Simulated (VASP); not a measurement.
# LiCl (P1) in VASP: single point with PBE

Aim: the single point of LiCl with PBE.

Program: VASP 6.6.1. These are calculated values, not measurements. Logs are shortened: lines on timing, memory, paths and dates and some standing lists are left out, and cuts for length are marked.

**1. The cell of the first run**

The typed cell holds 4 atoms: a = 4.093 Å, b = 4.021 Å, c = 6.761 Å, α = 91.28°, β = 88.94°, γ = 118.38°.

**2. Single point, PBE (atoms moved at random and the cell strained at random)**

File INCAR:

```
SYSTEM = LiCl
  PREC = Accurate
  ENCUT = 520
  EDIFF = 1E-7
  ISMEAR = 0
  SIGMA = 0.02
  LREAL = .False.
  LASPH = .True.
  NELM = 60
  ALGO = Normal
  ISIF = 2
  LWAVE = .False.
  LCHARG = .False.
  GGA = PE
  NBANDS = 18
```

File KPOINTS:

```
regular mesh
0
Gamma
  9 9 4
  0 0 0
```

File POSCAR:

```
LiCl
1.0
    4.0923569321      0.0784976442      0.0386993386
   -1.9781975121      3.5004514710     -0.0458962318
    0.0626816075     -0.0496494274      6.7607771519
Li Cl
2 2
Direct
    0.6353037334      0.3070671496      0.8895057255
    0.3450994362      0.6593852188      0.3809578848
    0.7049049953      0.3421799255      0.5043055578
    0.3146929120      0.6913647641      0.9752344049
```

Potentials or basis: VASP PAW PBE potentials, release 64 (Li_sv, Cl).

On the command line:

```bash
cat potpaw_PBE.64/Li_sv/POTCAR potpaw_PBE.64/Cl/POTCAR > POTCAR
mpirun -np 1 vasp_std > vasp.out
```

OUTCAR:

```text
SYSTEM = LiCl
   PREC = Accurate
   ENCUT = 520
   EDIFF = 1E-7
   ISMEAR = 0
   LREAL = .False.
   LASPH = .True.
   NELM = 60
   ISIF = 2
   GGA = PE

 ion  position               nearest neighbor table
   1  0.635  0.307  0.890-   4 2.27   4 2.51   4 2.53   3 2.61
   2  0.345  0.659  0.381-   3 2.45   3 2.52   3 2.55
   3  0.705  0.342  0.504-   2 2.45   2 2.52   2 2.55   1 2.61
   4  0.315  0.691  0.975-   1 2.27   1 2.51   1 2.53

  LATTYP: Found a triclinic cell.
 ALAT       =     4.0210113606
 B/A-ratio  =     1.0337581772
 C/A-ratio  =     1.6814799580
 COS(alpha) =     0.0033385860
 COS(beta)  =     0.0223667486
 COS(gamma) =     0.4993339155

  Lattice vectors:

 A1 = (  -1.9781975121,   3.5004514710,  -0.0458962318)
 A2 = (   2.1141594200,   3.5789491152,  -0.0071968932)
 A3 = (  -0.0626816075,   0.0496494274,  -6.7607771519)

Analysis of symmetry for initial positions (statically):
=====================================================================
 Subroutine PRICEL returns:
 Original cell was already a primitive cell.

 Routine SETGRP: Setting up the symmetry group for a
 triclinic supercell.

 Subroutine GETGRP returns: Found  1 space group operations
 (whereof  1 operations were pure point group operations)
 out of a pool of  2 trial point group operations.

The static configuration has the point symmetry C_1 .

Analysis of symmetry for dynamics (positions and initial velocities):
=====================================================================
 Subroutine PRICEL returns:
 Original cell was already a primitive cell.

 Routine SETGRP: Setting up the symmetry group for a
 triclinic supercell.

 Subroutine GETGRP returns: Found  1 space group operations
 (whereof  1 operations were pure point group operations)
 out of a pool of  2 trial point group operations.

The dynamic configuration has the point symmetry C_1 .

 Subroutine INISYM returns: Found  1 space group operations
 (whereof  1 operations are pure point group operations),
 and found     1 'primitive' translations

----------------------------------------------------------------------------------------

                                     Primitive cell

  volume of cell :      97.8844

  direct lattice vectors                    reciprocal lattice vectors
     4.092356932  0.078497644  0.038699339     0.241749422  0.136602744 -0.001238170
    -1.978197512  3.500451471 -0.045896232    -0.005441383  0.282630242  0.002126014
     0.062681608 -0.049649427  6.760777152    -0.001420736  0.001136737  0.147933510

[... 89 lines left out ...]
   EDIFFG = 0.1E-05   stopping-criterion for IOM
   NSW    =      0    number of steps for IOM
   IBRION =     -1    ionic relax: 0-MD 1-quasi-New 2-CG
   NFREE  =      0    steps in history (QN), initial steepest desc. (CG)
   ISIF   =      2    stress and relaxation
   ISYM   =      2    0-nonsym 1-usesym 2-fastsym
   POTIM  = 0.5000    time-step for ionic-motion
   TEBEG  =    0.0;   TEEND  =   0.0 temperature during run
   PSTRESS=    0.0 pullay stress
   NELECT =      20.0000    total number of electrons
   NUPDOWN=      -1.0000    fix difference up-down
   EMIN   =  10.00;   EMAX   =-10.00  energy-range for DOS
   EFERMI =   0.00;   METHOD = LEGACY
   ISMEAR =     0;   SIGMA  =   0.02  broadening in eV -4-tet -1-fermi 0-gaus
   EFERMI_NEDOS =   21; number of points for ismear=-14 and -15
   IALGO  =     38    algorithm
   IMIX   =      4    mixing-type and parameters
     AMIX     =   0.40;   BMIX     =  1.00
     AMIX_MAG =   1.60;   BMIX_MAG =  1.00
  volume/ion in A,a.u.               =      24.47       165.14
  Fermi-wavevector in a.u.,A,eV,Ry     =   0.964229  1.822129 12.649857  0.929738
  Thomas-Fermi vector in A             =   2.093843
   LORBIT       =      0    0 simple, 1 ext, 2 COOP (PROOUT), +10 PAW based schemes
   GGA     = PE    functional components
   LHFCALC =     F    Hartree Fock is set to
   AEXX    =    0.0000 exact exchange contribution
   IVDW    =     0    specifies the selected vdW correction
   LEPSILON=     F    determine dielectric tensor
   LRPA    =     F    only Hartree local field effects (RPA)
 non-spin polarized calculation
 Gauss-broadening in eV      SIGMA  =   0.02
  energy-cutoff  :      520.00
  volume of cell :       97.88
 maximum number of plane-waves:      2655
   NGX = 15   NGY = 15   NGZ = 25

 number of electron      20.0000000 magnetization

 Free energy of the ion-electron system (eV)
  ---------------------------------------------------
  ext. energy  EPLUGINS =         0.00000000
  ---------------------------------------------------
  free energy    TOTEN  =       -14.64540062 eV

  energy without entropy =      -14.64540062  energy(sigma->0) =      -14.64540062

 E-fermi :  -1.7315     XC(G=0):  -7.0239

 val. band max:       -1.9488071839   @ k =   0.0000   0.0000   0.0000
 cond. band min:       3.3778859942   @ k =   0.0000   0.0000   0.0000
 fundamental gap:      5.3266931781
 Fermi energy:        -1.7315428586

 k-point     1 :       0.0000    0.0000    0.0000
  band No.  band energies     occupation
      1     -45.5480      2.00000
      2     -45.2289      2.00000
      3     -14.4754      2.00000
      4     -14.2423      2.00000
      5      -3.5576      2.00000
      6      -2.4969      2.00000
[... 481 lines left out ...]
      5      -3.3108      2.00000
      6      -3.0903      2.00000
[... 10 lines left out ...]
     17       8.8443      0.00000
     18       9.7751      0.00000

 [... further k-points ...]

------------------------ aborting loop because EDIFF is reached ----------------------------------------

  FORCE on cell =-STRESS in cart. coord.  units (eV):
  Direction    XX          YY          ZZ          XY          YZ          ZX
  --------------------------------------------------------------------------------------
  -------------------------------------------------------------------------------------
  Total       -1.5986054     -0.9992986     -1.7880585     -0.0746785     -0.0999979     -0.1187097
  in kB      -26.1660669    -16.3565779    -29.2670461     -1.2223415     -1.6367710     -1.9430475
  external PRESSURE =     -23.9298969 kB  Pullay stress =       0.0000000 kB

 VOLUME and BASIS-vectors are now :
 -----------------------------------------------------------------------------
  energy-cutoff  :      520.00
  volume of cell :       97.88
      direct lattice vectors                 reciprocal lattice vectors
     4.092356932  0.078497644  0.038699339     0.241749422  0.136602744 -0.001238170
    -1.978197512  3.500451471 -0.045896232    -0.005441383  0.282630242  0.002126014
     0.062681608 -0.049649427  6.760777152    -0.001420736  0.001136737  0.147933510

 POSITION                                       TOTAL-FORCE (eV/Angst)
 -----------------------------------------------------------------------------------
      2.04821      1.08058      6.02424         0.024622      0.386701     -0.261637
      0.13175      2.31632      2.55866         0.034524      0.072440      0.089737
      2.23943      1.22808      3.42107        -0.122006     -0.072126     -0.215814
     -0.01869      2.39637      6.57379         0.062859     -0.387015      0.387714
 -----------------------------------------------------------------------------------
    total drift:                               -0.000092     -0.000076      0.000224

  FREE ENERGIE OF THE ION-ELECTRON SYSTEM (eV)
  ---------------------------------------------------
  free  energy   TOTEN  =       -14.6454006235 eV

  energy  without entropy=      -14.6454006235  energy(sigma->0) =      -14.64540062
```

OSZICAR:

```text
N       E                     dE             d eps       ncg     rms          rms(c)
DAV:   1     0.132671744317E+03    0.13267E+03   -0.86280E+03  5868   0.104E+03
DAV:   2     0.181534504707E+01   -0.13086E+03   -0.12584E+03  7380   0.228E+02
DAV:   3    -0.142093609640E+02   -0.16025E+02   -0.15952E+02  9770   0.697E+01
DAV:   4    -0.148920167543E+02   -0.68266E+00   -0.67954E+00  9194   0.151E+01
DAV:   5    -0.149408058530E+02   -0.48789E-01   -0.48780E-01  9036   0.321E+00    0.334E+00
DAV:   6    -0.146097841378E+02    0.33102E+00   -0.59456E-01  6880   0.354E+00    0.243E+00
DAV:   7    -0.146130140658E+02   -0.32299E-02   -0.17615E-01  8284   0.190E+00    0.151E+00
DAV:   8    -0.146430377104E+02   -0.30024E-01   -0.35354E-02  6422   0.119E+00    0.299E-01
DAV:   9    -0.146434091336E+02   -0.37142E-03   -0.20549E-03  8816   0.280E-01    0.119E-01
DAV:  10    -0.146453504565E+02   -0.19413E-02   -0.21771E-03  6172   0.258E-01    0.413E-02
DAV:  11    -0.146453819408E+02   -0.31484E-04   -0.48544E-05  8224   0.449E-02    0.106E-02
DAV:  12    -0.146453948202E+02   -0.12879E-04   -0.88184E-06  6448   0.188E-02    0.468E-03
DAV:  13    -0.146454001666E+02   -0.53464E-05   -0.53139E-06  6370   0.126E-02    0.154E-03
DAV:  14    -0.146454005773E+02   -0.41065E-06   -0.51663E-07  7746   0.428E-03    0.110E-03
DAV:  15    -0.146454006235E+02   -0.46250E-07   -0.40450E-08  6008   0.128E-03
   1 F= -.14645401E+02 E0= -.14645401E+02  d E =-.195456E-55
```

It took 2.8 min on 1 thread of Intel Xeon 6975P-C (Granite Rapids), shared host; peak memory 0.34 GiB.

Results:

```
Free energy            : -14.6454 eV
Largest force          : 0.551 eV/Å
Band gap on the k mesh : 5.33 eV
```

Forces on the atoms (eV/Å):
```
Li   0.025  0.387 -0.262
Li   0.035  0.072  0.090
Cl  -0.122 -0.072 -0.216
Cl   0.063 -0.387  0.388
```

Levels at points of the mesh, in eV from the valence-band top:
| k point | band 6 | band 7 | band 8 | band 9 | band 10 | band 11 | band 12 | band 13 | band 14 | band 15 |
| --- | --- | --- | --- | --- | --- | --- | --- | --- | --- | --- |
| (0.00, 0.00, 0.00) | -0.55 | -0.31 | -0.15 | -0.05 | 0.00 | 5.33 | 7.68 | 9.37 | 9.49 | 9.97 |
| (0.00, 0.00, 0.50) | -0.82 | -0.50 | -0.26 | -0.22 | -0.06 | 6.44 | 6.77 | 9.04 | 9.64 | 9.84 |

Caveat: the cell differs from its parent crystal (atoms moved at random and the cell strained at random); the cutoff is under 1.25 times the usual one of these potentials, so pressure, stress and relaxed cells hold a basis-set (Pulay) error. A k mesh can miss the band edges.
